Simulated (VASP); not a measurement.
A run of VASP 6.6.1 is set up as follows.

INCAR

```
SYSTEM = Si2Ge2P
  PREC = Accurate
  ENCUT = 520
  EDIFF = 1E-6
  ISMEAR = 0
  SIGMA = 0.1
  LREAL = .False.
  LASPH = .True.
  NELM = 80
  ALGO = Normal
  ISIF = 2
  LWAVE = .False.
  LCHARG = .False.
  GGA = PE
  NBANDS = 28
```

The input KPOINTS:

```
regular mesh
0
Gamma
  6 6 6
  0 0 0
```

File POSCAR:

```
Si2Ge2P
1.0
    1.6166870300      0.9333946900      8.3830051000
   -1.6166870300      0.9333946900      8.3830051000
    0.0000000000     -1.8667893800      8.3830051000
Si Ge P
2 2 1
Direct
    0.3740000100      0.3740000100      0.3740000100
    0.6259999900      0.6259999900      0.6259999900
    0.2300000000      0.2300000000      0.2300000000
    0.7700000000      0.7700000000      0.7700000000
    0.0000000000      0.0000000000      0.0000000000
```

Potentials or basis: VASP PAW PBE potentials, release 64 (Si, Ge_d, P).

Command:

```sh
$ cat potpaw_PBE.64/Si/POTCAR potpaw_PBE.64/Ge_d/POTCAR potpaw_PBE.64/P/POTCAR > POTCAR
$ mpirun -np 1 vasp_std > vasp.out
```

Question: Estimate the pressure.

Answer: 41.2 GPa.

Question: Estimate the band gap on the k mesh.

Answer: Zero (an odd number of electrons rules out a gap without spin polarisation).

Question: Estimate the largest force.

Answer: 4.591 eV/Å.

Forces on the atoms (eV/Å):
```
Si   0.000  0.000  4.591
Si   0.000  0.000 -4.591
Ge   0.000  0.000 -2.190
Ge   0.000  0.000  2.190
P    0.000  0.000  0.000
```

Caveat: the k points lie up to 0.38 Å⁻¹ apart, too coarse for converged energies and pressures of a metal; forces of over 1 eV/Å act on the atoms, so gaps and moduli don't describe the material at rest.
